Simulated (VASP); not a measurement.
WS2 (Tungstenite):

```xyz
3
Lattice="1.5895 0.9177 6.2042 -1.5895 0.9177 6.2042 0.0000 -1.8353 6.2042" Properties=species:S:1:pos:R:3 pbc="T T T"
W     0.0000    0.0000    0.0000
S     0.0000    0.0000   10.8138
S     0.0000    0.0000   13.9649
```

This cell differs from its parent crystal: volume scaled by 1.02.

Base run:

| Property | Result |
| --- | --- |
| Program | VASP 6.6.1 |
| Functional | PBEsol |
| Potentials or basis | VASP PAW PBE potentials, release 64 (W_sv, S) |
| Cutoff | 520 eV |
| k mesh | 10 × 10 × 10 |
| Occupations | fermi-dirac, width 0.05 eV |
| Spin | no spin polarisation |

Its results: band gap on the k mesh 1.05 eV, indirect (least direct gap 2.18 eV); pressure -3.7 GPa; largest force 0.678 eV/Å.

**Question.** The run is repeated on the same cell with these changes: functional from PBEsol to PBE. What comes out?

**Answer.** Band gap on the k mesh 1.10 eV, indirect (least direct gap 2.18 eV); pressure 1.2 GPa; largest force 0.583 eV/Å.

PBE binds less tightly than PBEsol, so the same cell stands under more pressure.

Caveats: spin-orbit coupling is left out, which moves the levels of the heavy elements; the PAW data sets were made with another functional, which shifts forces and pressure a little (some runs).

A k mesh can miss the band edges.
